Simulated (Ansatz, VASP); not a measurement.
# HfB3N in VASP and in Ansatz

The input INCAR:

```
SYSTEM = HfB3N
ALGO     = Normal         ! electronic algorithm
EDIFF    = 1E-7           ! SCF threshold, eV
EDIFFG   = -0.04          ! ionic threshold
ENCUT    = 600            ! plane-wave cutoff, eV
GGA      = PE             ! functional
IBRION   = 2              ! ionic algorithm
ISIF     = 3              ! what is computed and relaxed
ISMEAR   = 0              ! smearing method
LASPH    = .TRUE.         ! aspherical terms in the spheres
LCHARG   = .FALSE.        ! write CHGCAR
LREAL    = .FALSE.        ! projectors in reciprocal space
LWAVE    = .FALSE.        ! write WAVECAR
NELM     = 100            ! most SCF steps
NSW      = 90             ! ionic steps
PREC     = Accurate       ! precision mode
SIGMA    = 0.1            ! smearing width, eV
```

The input KPOINTS:

```
k-points
0
G
  4 4 4
  0 0 0
```

The input POSCAR:

```
HfB3N
1.0
    3.8378830900      0.0000000000      0.0000000000
    0.0000000000      3.8378830900      0.0000000000
    0.0000000000      0.0000000000      3.8378830900
Hf B N
1 3 1
Direct
    0.5000000000      0.5000000000      0.5000000000
    0.5000000000      0.0000000000      0.0000000000
    0.0000000000      0.5000000000      0.0000000000
    0.0000000000      0.0000000000      0.5000000000
    0.0000000000      0.0000000000      0.0000000000
```

Input for Ansatz:

```yaml
crystal:
  lattice:
    - [3.83788309, 0.0, 0.0]
    - [0.0, 3.83788309, 0.0]
    - [0.0, 0.0, 3.83788309]
  atoms:
    - { symbol: Hf, position: [0.5, 0.5, 0.5] }
    - { symbol: B, position: [0.5, 0.0, 0.0] }
    - { symbol: B, position: [0.0, 0.5, 0.0] }
    - { symbol: B, position: [0.0, 0.0, 0.5] }
    - { symbol: "N", position: [0.0, 0.0, 0.0] }
basis:
  ecutwfc: 420
kpoints:
  mp_grid: { grid: [4, 4, 4] }
hamiltonian:
  xc: pbe
scf:
  occupations: { method: gaussian, width: 0.1 }
  lower_state_search: "off"
output:
  forces: true
  stress: true
  eigenvalues: true
relax:
  adjacent_minimum: "off"
  f_tol: 0.04
  max_steps: 70
  cell: { stress_tol: 0.4 }
```

Alike in both runs: task relaxation of cell and atoms; functional PBE; k mesh 4 × 4 × 4; occupations gaussian, width 0.1 eV; no spin polarisation.

|  | VASP | Ansatz |
| --- | --- | --- |
| version | VASP 6.6.1 | Ansatz 0.2.0 |
| potentials or method | VASP PAW PBE potentials, release 64 (Hf_pv, B, N), cutoff 600 eV | scalar-relativistic, plane waves, PAW |
| valence electrons in the cell | 24 | 40 |

VASP gave:

- gap on the k mesh at the Fermi level, each at its own relaxed structure (eV): none
- relaxed volume (Å³/atom): 9.53
- relaxed cell length with the largest relative difference (Å): 3.625

Q: Which values does Ansatz return?

A: gap on the k mesh at the Fermi level, each at its own relaxed structure (eV): none; relaxed volume (Å³/atom): 9.56; relaxed cell length with the largest relative difference (Å): 3.629.

A gap of «none» marks a metal or a gap that the smearing closes. VASP's potentials hold 24 valence electrons a cell and Ansatz's 40, so a difference there can come from the potentials and not from the codes.

The k mesh is coarse, so the values compare programs but aren't converged. Neither program's run includes spin-orbit coupling. Noted on VASP's run: the volume moved by over 15 % at a fixed basis, so the end points are rough.
